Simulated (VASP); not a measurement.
Runs of VASP 6.6.1 on MgCd3Se4. The structure is that of space group I-42m (No. 121), or close to it. The cells are those of the table. 

| cell | k mesh | smearing | gap on the mesh (eV) | pressure (GPa) | largest force (eV/Å) |
| --- | --- | --- | --- | --- | --- |
| a = 7.524 Å, angles 131.8, 131.8, 70.5°, 8 atoms | 6 × 6 × 6 | gaussian 0.02 eV | 0.99 | 0.1 | 0.03 |
| a = 7.516 Å, angles 131.7, 131.7, 70.7°, 8 atoms | 3 × 3 × 3 | gaussian 0.15 eV | (a) | 0.2 | 0.04 |
| a = 7.370 Å, angles 131.8, 131.8, 70.5°, 8 atoms | 6 × 6 × 6 | gaussian 0.02 eV | 1.16 | (b) | 0.03 |
| a = 7.524 Å, angles 131.8, 131.8, 70.5°, 8 atoms | 6 × 6 × 6 | gaussian 0.01 eV | 0.99 | 0.1 | 0.03 |
| a = 7.531 Å, angles 131.8, 131.8, 70.6°, 8 atoms | 3 × 3 × 3 | gaussian 0.15 eV | 0.98 | 0.0 | 0.03 |

Alike in all rows: task single point; level PBE; potentials or basis VASP PAW PBE potentials, release 64 (Mg, Cd, Se); no spin polarisation; cutoff (eV) 600.

Fill in the values left out.

(a) 1.00; (b) 3.4.

Caveats: the cell stands under pressure (at least some runs).

A k mesh can miss the band edges, and the runs leave out spin-orbit coupling on Cd, Se.
